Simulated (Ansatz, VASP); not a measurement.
One calculation of PbS, two programs

File POSCAR:

```
PbS
1.0
    0.0000000000      3.1067219832      3.1067219832
    3.1067219832      0.0000000000      3.1067219832
    3.1067219832      3.1067219832      0.0000000000
Pb S
1 1
Direct
    0.0000000000      0.0000000000      0.0000000000
    0.5000000000      0.5000000000      0.5000000000
```

Contents of INCAR.step1:

```
PREC = Accurate
ENCUT = 520
ISMEAR = -1
SIGMA = 0.02
LREAL = F
LASPH = T
NELM = 150
LNONCOLLINEAR = T
MAGMOM = 0 0 0 0 0 0
LSORBIT = T
GGA_COMPAT = F
NBANDS = 32
GGA = PE
ALGO = Normal
EDIFF = 1E-4
LWAVE = T
LCHARG = F
```

File INCAR.step2:

```
PREC = Accurate
ENCUT = 520
EDIFF = 1E-6
ISMEAR = -1
SIGMA = 0.02
LREAL = F
LASPH = T
NELM = 150
ALGO = Normal
ISIF = 2
LWAVE = F
LCHARG = T
LNONCOLLINEAR = T
MAGMOM = 0 0 0 0 0 0
LORBIT = 11
LSORBIT = T
GGA_COMPAT = F
LORBMOM = T
METAGGA = R2SCAN
LMIXTAU = T
LVHAR = T
NBANDS = 32
ISTART = 1
```

KPOINTS

```
regular mesh
0
Gamma
  8 8 8
```

Input for Ansatz:

```yaml
crystal:
  lattice:
    - [0.0, 3.1067219832, 3.1067219832]
    - [3.1067219832, 0.0, 3.1067219832]
    - [3.1067219832, 3.1067219832, 0.0]
  atoms:
    - { symbol: Pb, position: [0.0, 0.0, 0.0] }
    - { symbol: S, position: [0.5, 0.5, 0.5] }
kpoints:
  mp_grid: { grid: [8, 8, 8] }
  band_path:
    path:
      - [0.0, 0.0, 0.0]
      - [0.5, 0.0, 0.5]
      - [0.625, 0.25, 0.625]
      - [0.375, 0.375, 0.75]
      - [0.5, 0.5, 0.5]
      - [0.5, 0.25, 0.75]
      - [0.0, 0.0, 0.5]
    npoints: 1
hamiltonian:
  xc: r2scan
scf:
  occupations: { method: fermi_dirac, width: 0.02 }
  n_extra_bands: 8
magnetization:
  noncollinear: true
  spin_orbit: true
output:
  forces: true
  stress: true
  eigenvalues: true
```

Change from the starting cell: hydrostatic strain +4.0%.

Alike in both runs: task single point; functional r2SCAN; k mesh 8 × 8 × 8; occupations fermi-dirac, width 0.02 eV; non-collinear spin, spin-orbit coupling.

|  | VASP | Ansatz |
| --- | --- | --- |
| version | VASP 6.6.1 | Ansatz 0.2.0 |
| potentials or method | VASP PAW PBE potentials, release 64 (Pb_d, S) | plane waves, PAW |
| plane-wave cutoff (eV) | 520 | 500 |
| valence electrons in the cell | 20 | 20 |

|  | VASP | Ansatz | Ansatz less VASP |
| --- | --- | --- | --- |
| pressure (GPa) | -5.4 | -5.4 | -0.02 |

VASP's potentials were made for PBE, not for r2SCAN.
